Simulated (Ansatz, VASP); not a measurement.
**Cs in VASP and in Ansatz**

INCAR

```
PREC = Accurate
ENCUT = 520
EDIFF = 1E-7
ISMEAR = 0
SIGMA = 0.1
LREAL = False
LASPH = True
NELM = 80
ALGO = Fast
ISIF = 2
LWAVE = False
LCHARG = False
GGA = CA
NBANDS = 16
```

File KPOINTS:

```
Automatic mesh
0
Gamma
  9 9 6
```

File POSCAR:

```
Cs
1.0
    5.7071892600      0.0000000000      0.0000000000
   -2.8535946300      4.9425708835      0.0000000000
    0.0000000000      0.0000000000      9.4928110625
Cs
2
Direct
    0.3333333300      0.6666666700      0.2500000000
    0.6666666700      0.3333333300      0.7500000000
```

Input for Ansatz:

```yaml
crystal:
  lattice:
    - [5.70718926, 0.0, 0.0]
    - [-2.85359463, 4.9425708835, 0.0]
    - [0.0, 0.0, 9.4928110625]
  atoms:
    - { symbol: Cs, position: [0.33333333, 0.66666667, 0.25] }
    - { symbol: Cs, position: [0.66666667, 0.33333333, 0.75] }
basis:
  ecutwfc: 420
kpoints:
  mp_grid: { grid: [9, 9, 6] }
hamiltonian:
  xc: lda
scf:
  occupations: { method: gaussian, width: 0.1 }
output:
  forces: true
  stress: true
  eigenvalues: true
```

Alike in both runs: task single point; functional LDA; k mesh 9 × 9 × 6; occupations gaussian, width 0.1 eV; no spin polarisation.

```csv
,VASP,Ansatz
version,VASP 6.6.1,Ansatz 0.2.0
potentials or method,"VASP PAW LDA potentials, release 64 (Cs_sv), cutoff 520 eV","scalar-relativistic, plane waves, PAW"
valence electrons in the cell,18,18
```

```tsv
	VASP	Ansatz	Ansatz less VASP
gap on the k mesh at the Fermi level (eV)	none	none	-
pressure (GPa)	-0.5	-0.5	+0.01
```

LDA's correlation is that of Perdew and Zunger in VASP and of Perdew and Wang (1992) in Ansatz. A gap of «none» marks a metal or a gap that the smearing closes.

Neither program's run includes spin-orbit coupling.
